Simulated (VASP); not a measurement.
A run of VASP 6.6.1:

The input INCAR:

```
SYSTEM = Ni
  PREC = Accurate
  ENCUT = 520
  EDIFF = 1E-6
  ISMEAR = 0
  SIGMA = 0.1
  LREAL = .FALSE.
  LASPH = .TRUE.
  NELM = 150
  ALGO = Fast
  ISIF = 2
  LWAVE = .FALSE.
  LCHARG = .FALSE.
  ISPIN = 2
  MAGMOM = 0.75
  LORBIT = 11
  LMAXMIX = 4
  GGA = PE
  NBANDS = 15
```

File KPOINTS:

```
regular mesh
0
G
  20 20 20
  0 0 0
```

Contents of POSCAR:

```
Ni
1.0
    0.0000000000      1.7592378168      1.7592378168
    1.7592378168      0.0000000000      1.7592378168
    1.7592378168      1.7592378168      0.0000000000
Ni
1
Direct
    0.0000000000      0.0000000000      0.0000000000
```

Potentials or basis: VASP PAW PBE potentials, release 64 (Ni).

Run with:

```bash
$ cat potpaw_PBE.64/Ni/POTCAR > POTCAR
$ mpirun -np 1 vasp_std > vasp.out
```

Hardware: 1 thread of AMD EPYC 9R45 96-Core Processor (Zen 5) (shared host).

Q: How long does it take, and how much memory?

A: Wall time 45 s on 1 thread of AMD EPYC 9R45 96-Core Processor (Zen 5), on a shared host, peak memory 0.15 GiB. Counts: scf iterations 13, k points 256.
